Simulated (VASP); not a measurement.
# ZnS (Fm-3m) in VASP: further runs, part 2 of 3

VASP 6.6.1. The steps go on from the part before.

## Step 3: Single point, LDA (14.57 Å³/atom)

This run uses another cell than the first one, of 14.57 Å³/atom.

Input file INCAR:

```
ALGO     = Normal         # electronic algorithm
EDIFF    = 1E-6           # SCF threshold, eV
ENCUT    = 500            # plane-wave cutoff, eV
GGA_COMPAT= F            
ISIF     = 2              # what is computed and relaxed
ISMEAR   = 0              # smearing method
LASPH    = T              # aspherical terms in the spheres
LCHARG   = T              # write CHGCAR
LELF     = T              # ELF
LREAL    = F              # projectors in reciprocal space
LVHAR    = T            
LWAVE    = F              # write WAVECAR
NBANDS   = 16             # bands
NELM     = 120            # most SCF steps
PREC     = Accurate       # precision mode
SIGMA    = 0.05           # smearing width, eV
```

Input file KPOINTS:

```
k-points
0
Gamma
  14 14 14
```

Input file POSCAR:

```
ZnS
1.0
    0.0000000000      2.4426881431      2.4426881431
    2.4426881431      0.0000000000      2.4426881431
    2.4426881431      2.4426881431      0.0000000000
Zn S
1 1
Direct
    0.0000000000      0.0000000000      0.0000000000
    0.5000000000      0.5000000000      0.5000000000
```

Potentials or basis: VASP PAW LDA potentials, release 64 (Zn, S).

The run is started by

```
$ cat potpaw_LDA.64/Zn/POTCAR potpaw_LDA.64/S/POTCAR > POTCAR
$ mpirun -np 1 vasp_std > vasp.out
```

OUTCAR:

```text
EDIFF = 1E-6
   ENCUT = 500
   ISIF = 2
   ISMEAR = 0
   LASPH = T
   LREAL = F
   NELM = 120
   PREC = Accurate

 ion  position               nearest neighbor table
   1  0.000  0.000  0.000-   2 2.44   2 2.44   2 2.44   2 2.44   2 2.44   2 2.44
   2  0.500  0.500  0.500-   1 2.44   1 2.44   1 2.44   1 2.44   1 2.44   1 2.44

  LATTYP: Found a face centered cubic cell.
 ALAT       =     4.8853762862

  Lattice vectors:

 A1 = (   0.0000000000,   2.4426881431,   2.4426881431)
 A2 = (   2.4426881431,   0.0000000000,   2.4426881431)
 A3 = (   2.4426881431,   2.4426881431,   0.0000000000)

Analysis of symmetry for initial positions (statically):
=====================================================================
 Subroutine PRICEL returns:
 Original cell was already a primitive cell.

 Routine SETGRP: Setting up the symmetry group for a
 face centered cubic supercell.

 Subroutine GETGRP returns: Found 48 space group operations
 (whereof 48 operations were pure point group operations)
 out of a pool of 48 trial point group operations.

The static configuration has the point symmetry O_h .

Analysis of symmetry for dynamics (positions and initial velocities):
=====================================================================
 Subroutine PRICEL returns:
 Original cell was already a primitive cell.

 Routine SETGRP: Setting up the symmetry group for a
 face centered cubic supercell.

 Subroutine GETGRP returns: Found 48 space group operations
 (whereof 48 operations were pure point group operations)
 out of a pool of 48 trial point group operations.

The dynamic configuration has the point symmetry O_h .

 Subroutine INISYM returns: Found 48 space group operations
 (whereof 48 operations are pure point group operations),
 and found     1 'primitive' translations

----------------------------------------------------------------------------------------
[... 111 lines left out ...]
   IMIX   =      4    mixing-type and parameters
     AMIX     =   0.40;   BMIX     =  1.00
     AMIX_MAG =   1.60;   BMIX_MAG =  1.00
  volume/ion in A,a.u.               =      14.57        98.36
  Fermi-wavevector in a.u.,A,eV,Ry     =   1.394080  2.634429 26.442359  1.943459
  Thomas-Fermi vector in A             =   2.517664
   LORBIT       =      0    0 simple, 1 ext, 2 COOP (PROOUT), +10 PAW based schemes
   GGA     = CA    functional components
   LHFCALC =     F    Hartree Fock is set to
   AEXX    =    0.0000 exact exchange contribution
   IVDW    =     0    specifies the selected vdW correction
   LEPSILON=     F    determine dielectric tensor
   LRPA    =     F    only Hartree local field effects (RPA)
 non-spin polarized calculation
 Gauss-broadening in eV      SIGMA  =   0.05
  energy-cutoff  :      500.00
  volume of cell :       29.15
 maximum number of plane-waves:       757
 NGX is ok and might be reduce to    28
   NGX = 13   NGY = 13   NGZ = 13

 number of electron      17.9999989 magnetization

 Free energy of the ion-electron system (eV)
  ---------------------------------------------------
  ext. energy  EPLUGINS =         0.00000000
  ---------------------------------------------------
  free energy    TOTEN  =        -7.62942613 eV

  energy without entropy =       -7.62865029  energy(sigma->0) =       -7.62903821

 E-fermi :   5.1308     XC(G=0): -11.7523

 val. band max:        5.1078488768   @ k =  -0.2857   0.1429   0.0000
 cond. band min:       5.1534510138   @ k =  -0.2143   0.1429   0.0000
 fundamental gap:      0.0456021371
 Fermi energy:         5.1307690725

 k-point     1 :       0.0000    0.0000    0.0000
  band No.  band energies     occupation
      1      -9.7393      2.00000
      2      -1.6639      2.00000
      3      -1.6639      2.00000
      4      -1.6475      2.00000
      5      -1.6475      2.00000
      6      -1.6475      2.00000
[... 433 lines left out ...]
      3      -1.7768      2.00000
      4      -1.7621      2.00000
      5      -1.5587      2.00000
      6      -1.5064      2.00000
[... 8 lines left out ...]
     15      17.9715      0.00000
     16      18.7873      0.00000

 [... further k-points ...]

------------------------ aborting loop because EDIFF is reached ----------------------------------------

  FORCE on cell =-STRESS in cart. coord.  units (eV):
  Direction    XX          YY          ZZ          XY          YZ          ZX
  --------------------------------------------------------------------------------------
  -------------------------------------------------------------------------------------
  Total        1.1597726      1.1597726      1.1597726     -0.0000000      0.0000000     -0.0000000
  in kB       63.7454721     63.7454721     63.7454721     -0.0000000      0.0000000     -0.0000000
  external PRESSURE =      63.7454721 kB  Pullay stress =       0.0000000 kB

 VOLUME and BASIS-vectors are now :
 -----------------------------------------------------------------------------
  energy-cutoff  :      500.00
  volume of cell :       29.15
      direct lattice vectors                 reciprocal lattice vectors
     0.000000000  2.442688143  2.442688143    -0.204692523  0.204692523  0.204692523
     2.442688143  0.000000000  2.442688143     0.204692523 -0.204692523  0.204692523
     2.442688143  2.442688143  0.000000000     0.204692523  0.204692523 -0.204692523

 POSITION                                       TOTAL-FORCE (eV/Angst)
 -----------------------------------------------------------------------------------
      0.00000      0.00000      0.00000         0.000000      0.000000     -0.000000
      2.44269      2.44269      2.44269        -0.000000      0.000000      0.000000
 -----------------------------------------------------------------------------------
    total drift:                               -0.000000      0.000000      0.000000

  FREE ENERGIE OF THE ION-ELECTRON SYSTEM (eV)
  ---------------------------------------------------
  free  energy   TOTEN  =        -7.6294261331 eV

  energy  without entropy=       -7.6286502946  energy(sigma->0) =       -7.62903821
```

OSZICAR:

```text
N       E                     dE             d eps       ncg     rms          rms(c)
DAV:   1     0.820743561665E+02    0.82074E+02   -0.89076E+03  3376   0.145E+03
DAV:   2    -0.338341351823E+01   -0.85458E+02   -0.79971E+02  3768   0.259E+02
DAV:   3    -0.805049969611E+01   -0.46671E+01   -0.46411E+01  4280   0.593E+01
DAV:   4    -0.808926505234E+01   -0.38765E-01   -0.38759E-01  3928   0.541E+00
DAV:   5    -0.808961377595E+01   -0.34872E-03   -0.34872E-03  4256   0.530E-01    0.887E+00
DAV:   6    -0.766663380146E+01    0.42298E+00   -0.76066E-01  4752   0.308E+01    0.677E+00
DAV:   7    -0.763501577437E+01    0.31618E-01   -0.18661E-01  4120   0.475E+00    0.311E+00
DAV:   8    -0.762989266121E+01    0.51231E-02   -0.40639E-03  4664   0.130E+00    0.672E-01
DAV:   9    -0.762942442256E+01    0.46824E-03   -0.11927E-03  3784   0.274E-01    0.724E-02
DAV:  10    -0.762943276621E+01   -0.83437E-05   -0.88576E-05  4232   0.958E-02    0.239E-02
DAV:  11    -0.762942601774E+01    0.67485E-05   -0.16344E-05  5120   0.777E-02    0.596E-03
DAV:  12    -0.762942613314E+01   -0.11541E-06   -0.13663E-06  2728   0.987E-03
   1 F= -.76294261E+01 E0= -.76290382E+01  d E =-.775839E-03
```

Run time: 72 s. Hardware: 1 thread of Intel Xeon Platinum 8375C at 2.90GHz (Ice Lake), shared host; peak memory 0.17 GiB.

What came out:

```yaml
Free_energy: -7.6294 eV
Pressure: 6.4 GPa
Band_gap_on_the_k_mesh: zero (bands 9 and 10 overlap by 0.53 eV)
```

Caveat: the cell stands under pressure; semilocal functionals underestimate gaps, so a narrow gap can read as zero.

[end of part 2 of 3]
